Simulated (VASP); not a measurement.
Wanted: the native input for a VASP 6.6.1 run.

| Item | Value |
| --- | --- |
| Task | relaxation of cell and atoms |
| Functional | LDA |
| Potentials or basis | VASP PAW LDA potentials, release 64 (Cs_sv, H) |
| Cutoff | 600 eV |
| k mesh | 8 × 8 × 8 |
| Occupations | gaussian, width 0.02 eV |
| Spin | no spin polarisation |
| Dipole correction | no |
| Further INCAR settings | ALGO = Normal; EDIFF = 1e-06; IBRION = 2; EDIFFG = -0.005; NSW = 100; ISIF = 3 |

The structure of CsH lies in POSCAR:

```
CsH
1.0
    3.6385986723      0.0000000000      0.0000000000
    0.0000000000      3.6385986723      0.0000000000
    0.0000000000      0.0000000000      3.6385986723
Cs H
1 1
Direct
    0.0000000000      0.0000000000      0.0000000000
    0.5000000000      0.5000000000      0.5000000000
```

These files were run (other wordings do the same):

INCAR

```
SYSTEM = CsH
PREC     = Accurate       ! precision mode
ENCUT    = 600            ! plane-wave cutoff, eV
EDIFF    = 1E-6           ! SCF threshold, eV
ISMEAR   = 0              ! smearing method
SIGMA    = 0.02           ! smearing width, eV
LREAL    = .False.        ! projectors in reciprocal space
LASPH    = .True.         ! aspherical terms in the spheres
NELM     = 80             ! most SCF steps
ALGO     = Normal         ! electronic algorithm
ISIF     = 3              ! what is computed and relaxed
LWAVE    = .False.        ! write WAVECAR
LCHARG   = .False.        ! write CHGCAR
GGA      = CA             ! functional
IBRION   = 2              ! ionic algorithm
NSW      = 100            ! ionic steps
EDIFFG   = -0.005         ! ionic threshold
```

KPOINTS

```
regular mesh
0
Gamma
  8 8 8
  0 0 0
```

Potentials or basis: VASP PAW LDA potentials, release 64 (Cs_sv, H).

The run is started by

```bash
$ cat potpaw_LDA.64/Cs_sv/POTCAR potpaw_LDA.64/H/POTCAR > POTCAR
$ mpirun -np 1 vasp_std > vasp.out
```

Results of the run:

```json
{"Relaxed volume": "24.28 Å³/atom", "Relaxed cell": "a = 3.648 Å, b = 3.648 Å, c = 3.648 Å, α = 90.00°, β = 90.00°, γ = 90.00°", "Space group after relaxing (to 0.05 Å)": "Pm-3m (No. 221)", "Energy gained by relaxing": "0.1 meV/atom", "Ionic steps": "3", "Pressure after relaxing": "0.0 GPa", "Band gap on the k mesh": "2.36 eV, direct"}
```

Caveat: spin-orbit coupling is left out, which moves the levels of the heavy elements.

It took 24 s on 1 thread of Intel(R) Xeon(R) 6975P-C (Granite Rapids) (shared host), peak memory 0.16 GiB.
